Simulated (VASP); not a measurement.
Input of a VASP 6.6.1 run:

POSCAR

```
BN
1.0
    0.0000000000      3.6096491085      3.6096491085
    3.6096491085      0.0000000000      3.6096491085
    5.4144736627      5.4144736627      0.0000000000
B N
12 12
Direct
   -0.0071903111      0.0049635018     -0.0018481021
   -0.0012071810     -0.0038196233      0.3302179697
    0.0047551713      0.0014578979      0.6601697086
   -0.0048278931      0.4979306703      0.0061418712
    0.0052524496      0.5038155913      0.3294437486
   -0.0000862965      0.5018807772      0.6658328629
    0.5061104127      0.0034061483     -0.0034005152
    0.4862985147      0.0041225614      0.3363946550
    0.4976158197      0.0051715553      0.6678496794
    0.4958016545      0.5037858100     -0.0016605492
    0.4949055840      0.4999969376      0.3353115396
    0.5105235840      0.5040916569      0.6617782675
    0.1229190114      0.1250984476      0.0866790623
    0.1296982022      0.1199166420      0.4134036177
    0.1249863869      0.1262405254      0.7494366494
    0.1202824671      0.6215436550      0.0823449384
    0.1191284768      0.6282203427      0.4157678364
    0.1345452107      0.6146004593      0.7514457089
    0.6285917084      0.1273507441      0.0811152713
    0.6246663962      0.1352540054      0.4156641329
    0.6237649235      0.1260930041      0.7509933104
    0.6259379879      0.6207072856      0.0878006856
    0.6263263913      0.6211427850      0.4169067283
    0.6279696258      0.6285666368      0.7501248049
```

INCAR.step1

```
ALGO     = Normal         # electronic algorithm
EDIFF    = 1E-4           # SCF threshold, eV
ENCUT    = 520            # plane-wave cutoff, eV
GGA      = PE             # functional
ISMEAR   = -1             # smearing method
LASPH    = T              # aspherical terms in the spheres
LCHARG   = F              # write CHGCAR
LREAL    = Auto         
LWAVE    = T              # write WAVECAR
NBANDS   = 66             # bands
NELM     = 80             # most SCF steps
PREC     = Accurate       # precision mode
SIGMA    = 0.02           # smearing width, eV
```

INCAR.step2

```
ALGO     = Normal         # electronic algorithm
EDIFF    = 1E-7           # SCF threshold, eV
ENCUT    = 520            # plane-wave cutoff, eV
ISIF     = 2              # what is computed and relaxed
ISMEAR   = -1             # smearing method
ISTART   = 1            
LASPH    = T              # aspherical terms in the spheres
LCHARG   = F              # write CHGCAR
LMIXTAU  = T            
LREAL    = Auto         
LWAVE    = F              # write WAVECAR
METAGGA  = R2SCAN         # meta-GGA
NBANDS   = 66             # bands
NELM     = 80             # most SCF steps
PREC     = Accurate       # precision mode
SIGMA    = 0.02           # smearing width, eV
```

KPOINTS

```
k-points
0
Gamma
  4 4 2
```

Potentials or basis: VASP PAW PBE potentials, release 64 (B, N).

Run with:

```sh
$ cat potpaw_PBE.64/B/POTCAR potpaw_PBE.64/N/POTCAR > POTCAR
$ cp INCAR.step1 INCAR
$ mpirun -np 1 vasp_std > vasp.out
$ cp INCAR.step2 INCAR
$ mpirun -np 1 vasp_std > vasp.out
```

(1) Estimate the band gap on the k mesh.

(2) What does it give for the largest force?

Answers

(1) 4.79 eV.

(2) 2.367 eV/Å.

Caveat: the k points lie up to 0.50 Å⁻¹ apart; the atoms stand as in a frame of molecular dynamics; the PAW data sets were made with another functional, which shifts forces and pressure a little.
